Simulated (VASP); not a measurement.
Wanted: the native input for a VASP 6.6.1 run.

```yaml
Task: single point
Functional: LDA
Potentials_or_basis: VASP PAW LDA potentials, release 64 (Ru_pv)
Cutoff: 520 eV
k_mesh: 21 × 21 × 12
Occupations: gaussian, width 0.15 eV
Spin: no spin polarisation
Dipole_correction: no
Further_INCAR_settings: ALGO = Fast; EDIFF = 1e-06; NBANDS = 21
```

The structure of Ru lies in POSCAR:

```
Ru
1.0
    2.7057993342      0.0000000000      0.0000000000
   -1.3528996671      2.3432909610      0.0000000000
    0.0000000000      0.0000000000      4.2819000000
Ru
2
Direct
    0.3333333333      0.6666666667      0.2500000000
    0.6666666667      0.3333333333      0.7500000000
```

One way to write it, as run:

INCAR

```
PREC = Accurate
ENCUT = 520
EDIFF = 1E-6
ISMEAR = 0
SIGMA = 0.15
LREAL = F
LASPH = T
NELM = 60
ALGO = Fast
ISIF = 2
LWAVE = F
LCHARG = T
LELF = T
LVHAR = T
NBANDS = 21
```

KPOINTS

```
regular mesh
0
Gamma
  21 21 12
```

Potentials or basis: VASP PAW LDA potentials, release 64 (Ru_pv).

Command:

```console
$ cat potpaw_LDA.64/Ru_pv/POTCAR > POTCAR
$ mpirun -np 1 vasp_std > vasp.out
```

Results of the run:

```yaml
Pressure: -11.5 GPa
Band_gap_on_the_k_mesh: zero (band 14 reaches 14.28 eV, above the bottom of band 15 at 11.09 eV)
```

Run time: 64 s on 1 thread of AMD EPYC 9R45 96-Core Processor (Zen 5), with other jobs on the host, peak memory 0.21 GiB.
